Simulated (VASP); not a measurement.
TiAl:

```
CELL_PARAMETERS angstrom
3.01800 0.00000 0.00000
0.00000 3.01800 0.00000
0.00000 0.00000 3.01800
ATOMIC_POSITIONS crystal
Ti 0.50000 0.50000 0.50000
Al 0.00000 0.00000 0.00000
```

| Item | Value |
| --- | --- |
| Program | VASP 6.6.1 |
| Task | relaxation of cell and atoms |
| Functional | r2SCAN |
| Dispersion | D3(BJ) |
| Potentials or basis | VASP PAW PBE potentials, release 64 (Ti_sv, Al) |
| Cutoff | 600 eV |
| k mesh | 14 × 14 × 14 |
| Occupations | fermi-dirac, width 0.1 eV |
| Spin | no spin polarisation |

At the start: pressure 21.1 GPa; volume 13.74 Å³/atom.

How do energy, volume and symmetry change on relaxing?

Over 3 steps the energy falls by 114.7 meV/atom and the volume is 15.71 Å³/atom (+14.3 %); space group Pm-3m (No. 221, to 0.1 Å) before and after.

The path:
| step | energy change (eV) | largest force (eV/Å) | pressure (GPa) | volume (Å³) |
| --- | --- | --- | --- | --- |
| 1 | 0.0000 | 0.0000 | 21.09 | 27.49 |
| 2 | -0.0696 | 0.0000 | -11.71 | 35.33 |
| 3 | -0.2295 | 0.0000 | -0.22 | 31.42 |

Final structure:
```xyz
2
Lattice="3.1557 0.0000 0.0000 0.0000 3.1557 0.0000 0.0000 0.0000 3.1557" Properties=species:S:1:pos:R:3 pbc="T T T"
Ti    1.5778    1.5778    1.5778
Al    0.0000    0.0000    0.0000
```

Caveat: the PAW data sets were made with another functional, which shifts forces and pressure a little.
